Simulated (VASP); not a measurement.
Set up this calculation in VASP 6.6.1, as the native input.

```
Task                                : relaxation of the atoms
Functional                          : LDA
Potentials or basis                 : VASP PAW LDA potentials, release 64 (Ti_sv, C)
Cutoff                              : 520 eV
k mesh                              : 9 × 9 × 1
Occupations                         : gaussian, width 0.1 eV
Spin                                : no spin polarisation
Dipole correction                   : yes
Atoms held fixed (from 0)           : [0, 1, 2, 3]
Further INCAR settings              : ALGO = Normal; EDIFF = 1e-06; IBRION = 2; EDIFFG = -0.025; NSW = 36
Atoms held along some axes (from 0) : atom 4 along a and b
```

The structure of Ti4C lies in POSCAR:

```
Ti4C
1.0
    2.8639615639      0.0000000000      0.0000000000
   -1.4319807819      2.4802634698      0.0000000000
    0.0000000000      0.0000000000     22.2412339090
Ti C
4 1
Selective dynamics
Direct
    0.6666666667      0.3333333333      0.1798461370  F F F
    0.3333333333      0.6666666667      0.2817907594  F F F
    0.6666666667      0.3333333333      0.3878708239  F F F
    0.3333333333      0.6666666667      0.4829423562  F F F
    1.0000000000      1.0000000000      0.5368961973  F F T
```

The input as run:

INCAR

```
SYSTEM = Ti4C
ALGO     = Normal         ! electronic algorithm
DIPOL    = 0.5 0.5 0.374
EDIFF    = 1E-6           ! SCF threshold, eV
EDIFFG   = -0.025         ! ionic threshold
ENCUT    = 520            ! plane-wave cutoff, eV
GGA      = CA             ! functional
IBRION   = 2              ! ionic algorithm
IDIPOL   = 3            
ISIF     = 2              ! what is computed and relaxed
ISMEAR   = 0              ! smearing method
LASPH    = .True.         ! aspherical terms in the spheres
LCHARG   = .False.        ! write CHGCAR
LDIPOL   = .True.       
LREAL    = .False.        ! projectors in reciprocal space
LWAVE    = .False.        ! write WAVECAR
NELM     = 100            ! most SCF steps
NSW      = 36             ! ionic steps
PREC     = Accurate       ! precision mode
SIGMA    = 0.1            ! smearing width, eV
```

KPOINTS

```
k-points
0
Gamma
  9 9 1
  0 0 0
```

Potentials or basis: VASP PAW LDA potentials, release 64 (Ti_sv, C).

The run is started by

```sh
$ cat potpaw_LDA.64/Ti_sv/POTCAR potpaw_LDA.64/C/POTCAR > POTCAR
$ mpirun -np 1 vasp_std > vasp.out
```

It gave:

```json
{
 "Energy gained by relaxing": "58.9 meV/atom",
 "Ionic steps": "5",
 "Band gap on the k mesh": "zero (bands 26 and 27 overlap by 0.59 eV)"
}
```

It took 8.1 min on 1 thread of Intel(R) Xeon(R) Platinum 8175M CPU @ 2.50GHz (Skylake/Cascade Lake), with other jobs on the host, peak memory 0.26 GiB.
